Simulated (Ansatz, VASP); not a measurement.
**Sc4BP3: VASP beside Ansatz**

INCAR

```
SYSTEM = Sc4BP3
  ALGO = Normal
  EDIFF = 1E-6
  EDIFFG = -0.08
  ENCUT = 600
  GGA = PE
  IBRION = 2
  ISIF = 3
  ISMEAR = 0
  LASPH = .TRUE.
  LCHARG = .FALSE.
  LREAL = .FALSE.
  LWAVE = .FALSE.
  NELM = 100
  NSW = 36
  PREC = Accurate
  SIGMA = 0.2
```

File KPOINTS:

```
k-points
0
G
  3 3 3
  0 0 0
```

Contents of POSCAR:

```
Sc4BP3
1.0
    5.1300000000      0.0000000000      0.0000000000
    0.0000000000      5.1300000000      0.0000000000
    0.0000000000      0.0000000000      5.1300000000
Sc B P
4 1 3
Direct
    0.5000000000      0.0000000000      0.0000000000
    0.5000000000      0.5000000000      0.5000000000
    0.0000000000      0.5000000000      0.0000000000
    0.0000000000      0.0000000000      0.5000000000
    0.0000000000      0.0000000000      0.0000000000
    0.5000000000      0.0000000000      0.5000000000
    0.5000000000      0.5000000000      0.0000000000
    0.0000000000      0.5000000000      0.5000000000
```

Input for Ansatz:

```yaml
crystal:
  lattice:
    - [5.13, 0.0, 0.0]
    - [0.0, 5.13, 0.0]
    - [0.0, 0.0, 5.13]
  atoms:
    - { symbol: Sc, position: [0.5, 0.0, 0.0] }
    - { symbol: Sc, position: [0.5, 0.5, 0.5] }
    - { symbol: Sc, position: [0.0, 0.5, 0.0] }
    - { symbol: Sc, position: [0.0, 0.0, 0.5] }
    - { symbol: B, position: [0.0, 0.0, 0.0] }
    - { symbol: P, position: [0.5, 0.0, 0.5] }
    - { symbol: P, position: [0.5, 0.5, 0.0] }
    - { symbol: P, position: [0.0, 0.5, 0.5] }
basis:
  ecutwfc: 420
kpoints:
  mp_grid: { grid: [3, 3, 3] }
hamiltonian:
  xc: pbe
scf:
  occupations: { method: gaussian, width: 0.2 }
  lower_state_search: "off"
output:
  forces: true
  stress: true
  eigenvalues: true
relax:
  adjacent_minimum: "off"
  f_tol: 0.08
  max_steps: 16
  cell: { stress_tol: 0.8 }
```

Alike in both runs: task relaxation of cell and atoms; functional PBE; k mesh 3 × 3 × 3; occupations gaussian, width 0.2 eV; no spin polarisation.

|  | VASP | Ansatz |
| --- | --- | --- |
| version | VASP 6.6.1 | Ansatz 0.2.0 |
| potentials or method | VASP PAW PBE potentials, release 64 (Sc_sv, B, P), cutoff 600 eV | scalar-relativistic, plane waves, PAW |
| valence electrons in the cell | 62 | 62 |

```csv
,VASP,Ansatz,Ansatz less VASP
"gap on the k mesh at the Fermi level, each at its own relaxed structure (eV)",none,none,-
relaxed volume (Å³/atom),18.01,17.99,-0.021
relaxed length of the cell vector where the two differ most in proportion (Å),5.242,5.240,-0.0020
```

A gap of «none» marks a metal or a gap that the smearing closes.

The k mesh is coarse, so the values compare programs but aren't converged.
